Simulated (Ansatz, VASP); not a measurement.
**Re: VASP beside Ansatz**

File INCAR:

```
SYSTEM = Re
  PREC = Accurate
  ENCUT = 520
  EDIFF = 1E-6
  ISMEAR = 1
  SIGMA = 0.3
  LREAL = .False.
  LASPH = .True.
  NELM = 80
  ALGO = Normal
  ISIF = 2
  LWAVE = .False.
  LCHARG = .False.
  GGA = PS
  IVDW = 13
  NBANDS = 22
```

KPOINTS

```
regular mesh
0
Gamma
  7 7 2
  0 0 0
```

Contents of POSCAR:

```
Re
1.0
    2.7663873900      0.0000000000      0.0000000000
   -1.3831937000      2.3957617600      0.0000000000
    0.0000000000      0.0000000000      8.9388451600
Re
4
Direct
    0.0000000000      0.0000000000      0.0000000000
    0.3333333316      0.6666666681      0.2500000000
   -0.0041740378     -0.0083480755      0.5000000000
    0.6666666720      0.3333333319      0.7500000000
```

Input for Ansatz:

```yaml
crystal:
  lattice:
    - [2.76638739, 0.0, 0.0]
    - [-1.3831937, 2.39576176, 0.0]
    - [0.0, 0.0, 8.93884516]
  atoms:
    - { symbol: Re, position: [0.0, 0.0, 0.0] }
    - { symbol: Re, position: [0.33333333161912454, 0.6666666680580126, 0.25] }
    - { symbol: Re, position: [-0.0041740377541330444, -0.008348075478089275, 0.5] }
    - { symbol: Re, position: [0.6666666719956983, 0.3333333319419874, 0.75] }
kpoints:
  mp_grid:
    grid: [7, 7, 2]
hamiltonian:
  xc: pbesol
  dispersion: d4
  pseudopotentials:
    kind: paw
scf:
  algorithm: density_mixing
  n_extra_bands: 8
  occupations:
    method: cold
    width: 0.3
output:
  forces: true
```

Alike in both runs: task single point; functional PBEsol; dispersion D4; k mesh 7 × 7 × 2; no spin polarisation.

```csv
,VASP,Ansatz
version,VASP 6.6.1,Ansatz 0.2.0
potentials or method,"VASP PAW PBE potentials, release 64 (Re)","plane waves, PAW"
plane-wave cutoff (eV),520,420
occupations,"methfessel-paxton of order 1, width 0.3 eV","cold, width 0.3 eV"
valence electrons in the cell,28,60
```

|  | VASP | Ansatz | Ansatz less VASP |
| --- | --- | --- | --- |
| rms of the force components (eV/Å) | 0.024 | 0.027 | +0.0027 |

VASP's potentials were made for PBE, not for PBEsol. Atom by atom the forces differ by 0.003 eV/Å (rms over components). VASP's potentials hold 28 valence electrons a cell and Ansatz's 60, so a difference there can come from the potentials and not from the codes.

The k mesh is coarse, so the values compare programs but aren't converged. Spin-orbit coupling is off throughout.
